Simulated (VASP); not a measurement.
A run of VASP 6.6.1 is set up as follows.

File INCAR:

```
PREC = Accurate
ENCUT = 500
EDIFF = 1E-7
ISMEAR = 0
SIGMA = 0.05
LREAL = F
LASPH = T
NELM = 120
ALGO = Normal
ISIF = 3
LWAVE = F
LCHARG = F
GGA = PE
IBRION = 2
NSW = 80
EDIFFG = -0.01
GGA_COMPAT = F
NELMIN = 4
```

The input KPOINTS:

```
regular mesh
0
Gamma
  10 10 8
```

File POSCAR:

```
NbP
1.0
    3.7316105112      0.0000000000      0.0000000000
   -1.8658052556      3.2316694998      0.0000000000
    0.0000000000      0.0000000000      5.2009514835
Nb P
2 2
Direct
    0.0000000000      0.0000000000      0.0000000000
    0.0000000000      0.0000000000      0.5000000000
    0.3333333333      0.6666666667      0.2500000000
    0.6666666667      0.3333333333      0.7500000000
```

Potentials or basis: VASP PAW PBE potentials, release 64 (Nb_sv, P).

Launch:

```console
$ cat potpaw_PBE.64/Nb_sv/POTCAR potpaw_PBE.64/P/POTCAR > POTCAR
$ mpirun -np 1 vasp_std > vasp.out
```

**Question.** Predict the relaxed volume.

**Answer.** 15.96 Å³/atom.

**Question.** Estimate the band gap on the k mesh.

**Answer.** Zero (bands 18 and 19 overlap by 0.48 eV).

Final structure:
```xyz
4
Lattice="3.3172 0.0000 0.0000 -1.6586 2.8728 0.0000 0.0000 0.0000 6.6992" Properties=species:S:1:pos:R:3 pbc="T T T"
Nb    0.0000    0.0000    0.0000
Nb    0.0000    0.0000    3.3496
P     0.0000    1.9152    1.6748
P     1.6586    0.9576    5.0244
```

Caveat: a cell axis changed by over 15 % at a fixed basis, so the end point is rough.
